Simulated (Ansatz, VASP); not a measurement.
## Mg: VASP beside Ansatz

The input INCAR:

```
SYSTEM = Mg
ALGO = Normal
EDIFF = 1E-6
ENCUT = 520
GGA = PE
ISIF = 2
ISMEAR = -5
LASPH = .TRUE.
LCHARG = .FALSE.
LREAL = .FALSE.
LWAVE = .FALSE.
NBANDS = 7
NELM = 100
PREC = Accurate
SIGMA = 0.1
```

The input KPOINTS:

```
k-points
0
G
  6 6 6
  0 0 0
```

The input POSCAR:

```
Mg
1.0
   -1.8359916300      1.8359916300      1.6794040200
    1.8359916300     -1.8359916300      1.6794040200
    1.8359916300      1.8359916300     -1.6794040200
Mg
1
Direct
    0.0000000000      0.0000000000      0.0000000000
```

Input for Ansatz:

```yaml
crystal:
  lattice:
    - [-1.83599163, 1.83599163, 1.67940402]
    - [1.83599163, -1.83599163, 1.67940402]
    - [1.83599163, 1.83599163, -1.67940402]
  atoms:
    - { symbol: Mg, position: [0.0, 0.0, 0.0] }
basis:
  ecutwfc: 420
kpoints:
  mp_grid: { grid: [6, 6, 6] }
hamiltonian:
  xc: pbe
scf:
  occupations: { method: tetrahedron }
  mixing: { beta: 0.88, preconditioner: none, globalisation: backtrack }
  max_iter: 66
output:
  forces: true
  stress: true
  eigenvalues: true
  populations: true
```

Alike in both runs: task single point; functional PBE; k mesh 6 × 6 × 6; occupations tetrahedron; no spin polarisation.

```csv
,VASP,Ansatz
version,VASP 6.6.1,Ansatz 0.2.0
potentials or method,"VASP PAW PBE potentials, release 64 (Mg), cutoff 520 eV","scalar-relativistic, plane waves, PAW"
valence electrons in the cell,2,10
```

VASP gave:

- gap on the k mesh at the Fermi level (eV): none
- pressure (GPa): -0.4
- traceless stress, the component that is largest in VASP (GPa): 0.09

Q: What did Ansatz give for the same quantities?

A: gap on the k mesh at the Fermi level (eV): none; pressure (GPa): -0.1; traceless stress, the component that is largest in VASP (GPa): -0.14.

A gap of «none» marks a metal or a gap that the smearing closes. The functional is the same, so the differences come from potentials, cutoffs and numerics. VASP's potentials hold 2 valence electrons a cell and Ansatz's 10, so a difference there can come from the potentials and not from the codes. Ansatz's warnings: band table not solved further, tetrahedron derivatives may miss energy slope.

The k mesh is coarse, so the values compare programs but aren't converged.
